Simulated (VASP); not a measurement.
# WS (I4/mmm) in VASP: a series of runs, part 2 of 2

VASP 6.6.1.

## Step 3: Single point, PBEsol-based screened hybrid with 25 % exact exchange

This run uses another cell than the first one, of 14.57 Å³/atom.

POSCAR reads:

```
WS
1.0
   -1.7359421490      1.7359421490      2.4176390444
    1.7359421490     -1.7359421490      2.4176390444
    1.7359421490      1.7359421490     -2.4176390444
W S
1 1
Direct
    0.5000000000      0.5000000000      0.0000000000
    0.0000000000      0.0000000000      0.0000000000
```

INCAR.step1 reads:

```
PREC = Accurate ; ENCUT = 520
EDIFF = 1E-5 ; ISMEAR = -1
SIGMA = 0.05 ; LREAL = F
LASPH = T ; NELM = 100
ALGO = Normal ; ISIF = 2
LWAVE = T ; GGA = PE
NBANDS = 17
```

INCAR.step2 reads:

```
PREC = Accurate ; ENCUT = 520
EDIFF = 1E-7 ; ISMEAR = -1
SIGMA = 0.05 ; LREAL = F
LASPH = T ; NELM = 100
ALGO = Normal ; ISIF = 2
LWAVE = F ; LCHARG = T
GGA = PS ; LHFCALC = T
AEXX = 0.25 ; HFSCREEN = 0.207
PRECFOCK = Normal ; LELF = T
LVHAR = T ; ISTART = 1
NBANDS = 17
```

KPOINTS reads:

```
regular mesh
0
Gamma
  5 5 5
```

Potentials or basis: VASP PAW PBE potentials, release 64 (W_sv, S).

Command:

```bash
> cat potpaw_PBE.64/W_sv/POTCAR potpaw_PBE.64/S/POTCAR > POTCAR
> cp INCAR.step1 INCAR
> mpirun -np 1 vasp_std > vasp.out
> cp INCAR.step2 INCAR
> mpirun -np 1 vasp_std > vasp.out
```

OUTCAR:

```text
PREC = Accurate
   ENCUT = 520
   EDIFF = 1E-7
   ISMEAR = -1
   LREAL = F
   LASPH = T
   NELM = 100
   ISIF = 2
   GGA = PS
   LHFCALC = T
   AEXX = 0.25
   HFSCREEN = 0.207
   PRECFOCK = Normal
   ISTART = 1

 ion  position               nearest neighbor table
   1  0.500  0.500  0.000-   2 2.42   2 2.42   2 2.45   2 2.45   2 2.45   2 2.45
   2  0.000  0.000  0.000-   1 2.42   1 2.42   1 2.45   1 2.45   1 2.45   1 2.45

[... 550 lines left out ...]
     17      23.6046      0.00000

------------------------ aborting loop because EDIFF is reached ----------------------------------------

  FORCE on cell =-STRESS in cart. coord.  units (eV):
  Direction    XX          YY          ZZ          XY          YZ          ZX
  --------------------------------------------------------------------------------------
  -------------------------------------------------------------------------------------
  Total       -0.0260507     -0.0260507     -0.0487527      0.0000000     -0.0000000      0.0000000
  in kB       -1.4322155     -1.4322155     -2.6803249      0.0000000     -0.0000000      0.0000000
  external PRESSURE =      -1.8482520 kB  Pullay stress =       0.0000000 kB

 VOLUME and BASIS-vectors are now :
 -----------------------------------------------------------------------------
  energy-cutoff  :      520.00
  volume of cell :       29.14
      direct lattice vectors                 reciprocal lattice vectors
    -1.735942149  1.735942149  2.417639044     0.000000000  0.288028032  0.206813338
     1.735942149 -1.735942149  2.417639044     0.288028032  0.000000000  0.206813338
     1.735942149  1.735942149 -2.417639044     0.288028032  0.288028032  0.000000000

 POSITION                                       TOTAL-FORCE (eV/Angst)
 -----------------------------------------------------------------------------------
      0.00000      0.00000      2.41764        -0.000000      0.000000      0.000000
      0.00000      0.00000      0.00000         0.000000     -0.000000      0.000000
 -----------------------------------------------------------------------------------
    total drift:                               -0.000000      0.000001     -0.000001

  FREE ENERGIE OF THE ION-ELECTRON SYSTEM (eV)
  ---------------------------------------------------
  free  energy   TOTEN  =       -19.0623672077 eV

  energy  without entropy=      -19.0275774230  energy(sigma->0) =      -19.04497232
```

OUTCAR.step1:

```text
PREC = Accurate
   ENCUT = 520
   EDIFF = 1E-5
   ISMEAR = -1
   LREAL = F
[... 574 lines left out ...]
      0.00000      0.00000      2.41764         0.000000     -0.000000     -0.000000
      0.00000      0.00000      0.00000        -0.000000      0.000000      0.000000
 -----------------------------------------------------------------------------------
    total drift:                                0.000000     -0.000000      0.000000

  FREE ENERGIE OF THE ION-ELECTRON SYSTEM (eV)
  ---------------------------------------------------
  free  energy   TOTEN  =       -15.2759625987 eV

  energy  without entropy=      -15.2381734868  energy(sigma->0) =      -15.25706804
```

It took 29 min on 1 thread of Intel Xeon Platinum 8488C (Sapphire Rapids), shared host; peak memory 0.27 GiB.

Results:

```yaml
Free_energy: -19.0624 eV
Pressure: -0.2 GPa
Band_gap_on_the_k_mesh: zero (bands 10 and 11 overlap by 4.23 eV)
```

Stress tensor (GPa, compression positive):
```
-0.14  0.00  0.00
 0.00 -0.14  0.00
 0.00  0.00 -0.27
```

Caveat: the k points lie up to 0.45 Å⁻¹ apart, too coarse for converged energies and pressures of a metal; the PAW data sets were made with another functional, which shifts forces and pressure a little; spin-orbit coupling is left out, which moves the levels of the heavy elements.
